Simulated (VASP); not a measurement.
Input of a VASP 6.6.1 run:

The input INCAR:

```
ALGO = Normal ; EDIFF = 1E-6
ENCUT = 520 ; GGA = PE
ISIF = 2 ; ISMEAR = 0
LASPH = True ; LCHARG = False
LREAL = False ; LWAVE = False
NBANDS = 16 ; NELM = 60
PREC = Accurate ; SIGMA = 0.1
```

KPOINTS

```
k-points
0
Gamma
  6 6 4
```

File POSCAR:

```
GaAs
1.0
    2.6035345510     -2.6065178961      0.0000000000
    2.6035345510      2.6065178961      0.0000000000
    0.0000000000      0.0000000000      3.0294162984
Ga As
1 1
Direct
    0.5000000000      0.5000000000      0.5000000000
    0.0000000000      0.0000000000      0.5000000000
```

Potentials or basis: VASP PAW PBE potentials, release 64 (Ga_d, As).

The run is started by

```console
$ cat potpaw_PBE.64/Ga_d/POTCAR potpaw_PBE.64/As/POTCAR > POTCAR
$ mpirun -np 1 vasp_std > vasp.out
```

**Question.** What does it give for the pressure?

**Answer.** 0.0 GPa.

**Question.** Estimate the band gap on the k mesh.

**Answer.** Zero (band 9 reaches 7.34 eV, above the bottom of band 10 at 2.08 eV).

Stress tensor (GPa, compression positive):
```
 0.15  0.00  0.00
 0.00  0.01  0.00
 0.00  0.00 -0.12
```

Caveat: the k points lie up to 0.52 Å⁻¹ apart.
